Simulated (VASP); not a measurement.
Crystal: ScInS3.

```
Sc In S
1.0
     5.29840    0.00000    0.00000
    -2.64920    4.58855    0.00000
     0.00000    0.00000    4.96423
Sc In S
1 1 3
Cartesian
  0.0000 0.0000 0.0000
  0.0000 0.0000 2.4821
  2.6492 0.0000 0.0000
  -1.3246 2.2943 0.0000
  1.3246 2.2943 0.0000
```

The cell was built from a structure type or drawn by symmetry, and may not be a known phase.

- Program: VASP 6.6.1
- Task: relaxation of cell and atoms
- Functional: PBE
- Potentials or basis: VASP PAW PBE potentials, release 64 (Sc_sv, In_d, S)
- Cutoff: 600 eV
- k mesh: 6 × 6 × 4
- Occupations: gaussian, width 0.1 eV
- Spin: no spin polarisation

At the start: pressure 6.6 GPa; volume 24.14 Å³/atom.

Problem. How do energy, volume and symmetry change on relaxing?

Solution. Over 9 steps the energy falls by 259.1 meV/atom and the volume is 29.13 Å³/atom (+20.7 %); space group P6/mmm (No. 191, to 0.1 Å) before and after.

Step by step:
```csv
step,energy change (eV),largest force (eV/Å),pressure (GPa),volume (Å³)
1,0.0000,0.0000,6.61,120.69
2,-1.2233,0.0000,1.47,137.97
3,-1.2811,0.0000,0.82,141.82
4,-1.2696,0.0000,-0.04,149.50
5,-1.2932,0.0000,0.36,145.41
6,-1.2936,0.0000,0.42,144.92
7,-1.2933,0.0000,0.47,144.44
8,-1.2950,0.0000,-0.15,146.21
9,-1.2955,0.0000,0.04,145.63
```

Final structure:
```cif
data_structure
_symmetry_space_group_name_H-M 'P 1'
_symmetry_Int_Tables_number 1
_cell_length_a 5.2935
_cell_length_b 5.2935
_cell_length_c 6.0010
_cell_angle_alpha 90.000
_cell_angle_beta 90.000
_cell_angle_gamma 120.000
_cell_volume 145.63
loop_
_atom_site_label
_atom_site_type_symbol
_atom_site_fract_x
_atom_site_fract_y
_atom_site_fract_z
_atom_site_occupancy
Sc1 Sc 0.00000 0.00000 0.00000 1
In1 In 0.00000 0.00000 0.50000 1
S1 S 0.50000 0.00000 0.00000 1
S2 S 0.00000 0.50000 0.00000 1
S3 S 0.50000 0.50000 0.00000 1
```

Caveat: the volume moved by over 15 % at a fixed basis, so the end points are rough.
